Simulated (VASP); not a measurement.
# Pb (Fm-3m) in VASP: notebook, part 2 of 3

VASP 6.6.1.

**3. Single point, LDA (volume scaled by 0.94)**

INCAR reads:

```
SYSTEM = Pb
  PREC = Accurate
  ENCUT = 520
  EDIFF = 1E-6
  ISMEAR = -1
  SIGMA = 0.05
  LREAL = .FALSE.
  LASPH = .TRUE.
  NELM = 80
  ALGO = Normal
  ISIF = 2
  LWAVE = .FALSE.
  LCHARG = .FALSE.
  GGA = CA
  NBANDS = 13
```

KPOINTS reads:

```
regular mesh
0
G
  9 9 9
  0 0 0
```

POSCAR reads:

```
Pb
1.0
    0.0000000000      2.4244952108      2.4244952108
    2.4244952108      0.0000000000      2.4244952108
    2.4244952108      2.4244952108      0.0000000000
Pb
1
Direct
    0.0000000000      0.0000000000      0.0000000000
```

Potentials or basis: VASP PAW LDA potentials, release 64 (Pb_d).

Started as:

```bash
> cat potpaw_LDA.64/Pb_d/POTCAR > POTCAR
> mpirun -np 1 vasp_std > vasp.out
```

OUTCAR:

```text
SYSTEM = Pb
   PREC = Accurate
   ENCUT = 520
   EDIFF = 1E-6
   ISMEAR = -1
   LREAL = .FALSE.
   LASPH = .TRUE.
   NELM = 80
   ISIF = 2
   GGA = CA

 ion  position               nearest neighbor table
   1  0.000  0.000  0.000-

  LATTYP: Found a face centered cubic cell.
 ALAT       =     4.8489904216

  Lattice vectors:

 A1 = (   0.0000000000,   2.4244952108,   2.4244952108)
 A2 = (   2.4244952108,   0.0000000000,   2.4244952108)
 A3 = (   2.4244952108,   2.4244952108,   0.0000000000)

Analysis of symmetry for initial positions (statically):
[... 5 lines left out ...]
 face centered cubic supercell.

 Subroutine GETGRP returns: Found 48 space group operations
 (whereof 48 operations were pure point group operations)
 out of a pool of 48 trial point group operations.

The static configuration has the point symmetry O_h .

Analysis of symmetry for dynamics (positions and initial velocities):
[... 5 lines left out ...]
 face centered cubic supercell.

 Subroutine GETGRP returns: Found 48 space group operations
 (whereof 48 operations were pure point group operations)
 out of a pool of 48 trial point group operations.

The dynamic configuration has the point symmetry O_h .

 Subroutine INISYM returns: Found 48 space group operations
 (whereof 48 operations are pure point group operations),
 and found     1 'primitive' translations

----------------------------------------------------------------------------------------

                                     Primitive cell

  volume of cell :      28.5032

  direct lattice vectors                    reciprocal lattice vectors
     0.000000000  2.424495211  2.424495211    -0.206228496  0.206228496  0.206228496
     2.424495211  0.000000000  2.424495211     0.206228496 -0.206228496  0.206228496
     2.424495211  2.424495211  0.000000000     0.206228496  0.206228496 -0.206228496

  length of vectors
     3.428754009  3.428754009  3.428754009     0.357198232  0.357198232  0.357198232

  position of ions in fractional coordinates (direct lattice)
     0.000000000  0.000000000  0.000000000

  ion indices of the primitive-cell ions
   primitive index   ion index
[... 95 lines left out ...]
  Fermi-wavevector in a.u.,A,eV,Ry     =   1.291674  2.440910 22.700248  1.668421
  Thomas-Fermi vector in A             =   2.423429
   LORBIT       =      0    0 simple, 1 ext, 2 COOP (PROOUT), +10 PAW based schemes
   GGA     = CA    functional components
   LHFCALC =     F    Hartree Fock is set to
   AEXX    =    0.0000 exact exchange contribution
   IVDW    =     0    specifies the selected vdW correction
   LEPSILON=     F    determine dielectric tensor
   LRPA    =     F    only Hartree local field effects (RPA)
 non-spin polarized calculation
  energy-cutoff  :      520.00
  volume of cell :       28.50
 maximum number of plane-waves:       779
 NGX is ok and might be reduce to    28
   NGX = 13   NGY = 13   NGZ = 13

 number of electron      14.0000001 magnetization

 Free energy of the ion-electron system (eV)
  ---------------------------------------------------
  ext. energy  EPLUGINS =         0.00000000
  ---------------------------------------------------
  free energy    TOTEN  =        -4.27076164 eV

  energy without entropy =       -4.26747006  energy(sigma->0) =       -4.26911585

 E-fermi :   7.5459     XC(G=0): -10.7546

 val. band max:        7.5428616230   @ k =  -0.2222   0.3333   0.1111
 cond. band min:       7.8319451550   @ k =   0.3333   0.3333   0.0000
 fundamental gap:      0.2890835320
 Fermi energy:         7.5459106003

 k-point     1 :       0.0000    0.0000    0.0000
  band No.  band energies     occupation
      1      -9.3359      2.00000
      2      -9.3359      2.00000
      3      -9.3359      2.00000
      4      -9.1633      2.00000
      5      -9.1633      2.00000
      6      -4.4761      2.00000
      7      15.5724      0.00000
      8      15.5724      0.00000
      9      15.5724      0.00000
     10      17.5814      0.00000
     11      19.9910      0.00000
     12      20.7112      0.00000
     13      20.7112      0.00000
[... 354 lines left out ...]
  band No.  band energies     occupation
      1      -9.5319      2.00000
      2      -9.4246      2.00000
      3      -9.0185      2.00000
      4      -8.9732      2.00000
      5      -8.9732      2.00000
      6       0.5418      2.00000
      7       4.8599      2.00000
      8       9.9141      0.00000
      9       9.9141      0.00000
     10      13.4804      0.00000
     11      14.6998      0.00000
     12      26.2933      0.00000
     13      28.3787      0.00000

 [... further k-points ...]
[... 5 lines left out ...]
  --------------------------------------------------------------------------------------
  -------------------------------------------------------------------------------------
  Total        0.1895698      0.1895698      0.1895698      0.0000000     -0.0000000      0.0000000
  in kB       10.6557914     10.6557914     10.6557914      0.0000000     -0.0000000      0.0000000
  external PRESSURE =      10.6557914 kB  Pullay stress =       0.0000000 kB

 VOLUME and BASIS-vectors are now :
 -----------------------------------------------------------------------------
  energy-cutoff  :      520.00
  volume of cell :       28.50
      direct lattice vectors                 reciprocal lattice vectors
     0.000000000  2.424495211  2.424495211    -0.206228496  0.206228496  0.206228496
     2.424495211  0.000000000  2.424495211     0.206228496 -0.206228496  0.206228496
     2.424495211  2.424495211  0.000000000     0.206228496  0.206228496 -0.206228496

 POSITION                                       TOTAL-FORCE (eV/Angst)
 -----------------------------------------------------------------------------------
      0.00000      0.00000      0.00000         0.000000      0.000000      0.000000
 -----------------------------------------------------------------------------------
    total drift:                               -0.000000     -0.000000     -0.000000

  FREE ENERGIE OF THE ION-ELECTRON SYSTEM (eV)
  ---------------------------------------------------
  free  energy   TOTEN  =        -4.2707616366 eV

  energy  without entropy=       -4.2674700626  energy(sigma->0) =       -4.26911585
```

OSZICAR:

```text
N       E                     dE             d eps       ncg     rms          rms(c)
DAV:   1     0.108099054342E+03    0.10810E+03   -0.71273E+03   923   0.129E+03
DAV:   2     0.799077535622E+00   -0.10730E+03   -0.10394E+03   955   0.320E+02
DAV:   3    -0.417020866963E+01   -0.49693E+01   -0.49521E+01  1138   0.740E+01
DAV:   4    -0.428313354803E+01   -0.11292E+00   -0.11290E+00  1103   0.117E+01
DAV:   5    -0.428810125976E+01   -0.49677E-02   -0.49676E-02  1253   0.234E+00    0.610E-01
DAV:   6    -0.427478462620E+01    0.13317E-01   -0.16207E-02  1148   0.229E+00    0.286E-01
DAV:   7    -0.427106433070E+01    0.37203E-02   -0.64377E-03  1195   0.134E+00    0.820E-02
DAV:   8    -0.427076321829E+01    0.30111E-03   -0.39603E-04  1330   0.334E-01    0.890E-03
DAV:   9    -0.427076149343E+01    0.17249E-05   -0.74090E-06  1222   0.487E-02    0.391E-03
DAV:  10    -0.427076163663E+01   -0.14320E-06   -0.24405E-07   760   0.472E-03
   1 F= -.42707616E+01 E0= -.42691158E+01  d E =-.329157E-02
```

Wall time 16 s (1 thread of Intel Xeon 8259CL, shared host); peak memory 0.14 GiB.

What came out:

```
Free energy            : -4.2708 eV
Pressure               : 1.1 GPa
Band gap on the k mesh : zero (band 7 reaches 15.57 eV, above the bottom of band 8 at 6.05 eV)
```

Caveat: spin-orbit coupling is left out, which moves the levels of the heavy elements.

**4. Single point, LDA (volume scaled by 0.96)**

INCAR reads:

```
SYSTEM = Pb
  PREC = Accurate
  ENCUT = 520
  EDIFF = 1E-6
  ISMEAR = -1
  SIGMA = 0.05
  LREAL = .False.
  LASPH = .True.
  NELM = 100
  ALGO = Fast
  ISIF = 2
  LWAVE = .False.
  LCHARG = .True.
  LELF = .True.
  LVHAR = .True.
  NBANDS = 13
```

KPOINTS reads:

```
regular mesh
0
Gamma
  9 9 9
  0 0 0
```

POSCAR reads:

```
Pb
1.0
    0.0000000000      2.4415696833      2.4415696833
    2.4415696833      0.0000000000      2.4415696833
    2.4415696833      2.4415696833      0.0000000000
Pb
1
Direct
    0.0000000000      0.0000000000      0.0000000000
```

Started as:

```bash
> cat potpaw_LDA.64/Pb_d/POTCAR > POTCAR
> mpirun -np 1 vasp_std > vasp.out
```

Wall time 27 s (1 thread of Intel Xeon 8259CL, shared host); peak memory 0.14 GiB.

It converged, with:

```yaml
Free_energy: -4.2728 eV
Pressure: -0.1 GPa
Band_gap_on_the_k_mesh: zero (band 7 reaches 15.15 eV, above the bottom of band 8 at 5.84 eV)
```

Levels at points of the mesh, in eV from the Fermi level:
| k point | band 5 | band 6 | band 7 | band 8 | band 9 | band 10 |
| --- | --- | --- | --- | --- | --- | --- |
| (0.00, 0.00, 0.00) | -16.71 | -11.88 | 7.84 | 7.84 | 7.84 | 10.02 |

Caveat: spin-orbit coupling is left out, which moves the levels of the heavy elements.

(Part 2 of 3 ends here.)
